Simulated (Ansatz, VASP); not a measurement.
**One calculation of CdTe, two programs**

```
CELL_PARAMETERS angstrom
3.17295 3.17295 0.00000
-3.17295 3.17295 0.00000
0.00000 3.17295 3.24946
ATOMIC_POSITIONS crystal
Cd 0.00000 0.00000 0.00000
Te 0.75000 0.25000 0.50000
```

Change from the starting cell: film at in-plane strain -0.01.

Alike in both runs: task single point; functional LDA; k mesh 6 × 6 × 6; no spin polarisation.

|  | VASP | Ansatz |
| --- | --- | --- |
| version | VASP 6.6.1 | Ansatz 0.2.0 |
| potentials or method | VASP PAW LDA potentials, release 64 (Cd, Te), cutoff 520 eV | all-electron LAPW, scalar-relativistic |
| occupations | gaussian, width 0.01 eV | fixed |

```tsv
	VASP	Ansatz	Ansatz less VASP
gap on the k mesh at the Fermi level (eV)	0.64	0.60	-0.044
pressure (GPa)	0.6	0.3	-0.26
traceless stress, the component that is largest in VASP (GPa)	-0.30	-0.31	-0.004
```

LDA's correlation is that of Perdew and Zunger in VASP and of Perdew and Wang (1992) in Ansatz. Ansatz ran all-electron here, and VASP with PAW potentials.

Neither program's run includes spin-orbit coupling.
